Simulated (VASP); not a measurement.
A run of VASP 6.6.1:

The input INCAR:

```
ALGO = Normal
EDIFF = 1E-7
EDIFFG = -0.02
ENCUT = 600
GGA = CA
IBRION = 2
ISIF = 3
ISMEAR = -1
LASPH = T
LCHARG = F
LREAL = F
LWAVE = F
NELM = 80
NSW = 80
PREC = Accurate
SIGMA = 0.05
```

Contents of KPOINTS:

```
k-points
0
Gamma
  7 7 7
```

POSCAR

```
ZrOs
1.0
    3.2293635822      0.0000000000      0.0000000000
    0.0000000000      3.2293635822      0.0000000000
    0.0000000000      0.0000000000      3.2293635822
Zr Os
1 1
Direct
    0.0000000000      0.0000000000      0.0000000000
    0.5000000000      0.5000000000      0.5000000000
```

Potentials or basis: VASP PAW LDA potentials, release 64 (Zr_sv, Os).

The run is started by

```bash
$ cat potpaw_LDA.64/Zr_sv/POTCAR potpaw_LDA.64/Os/POTCAR > POTCAR
$ mpirun -np 1 vasp_std > vasp.out
```

Hardware: 1 thread of Intel Xeon 8259CL, with other jobs on the host.

Problem. How long does it take, and how much memory?

Solution. Run time: 43 s on 1 thread of Intel Xeon 8259CL (shared host), peak memory 0.16 GiB. Counts: scf iterations 30, k points 20, ion steps 3.
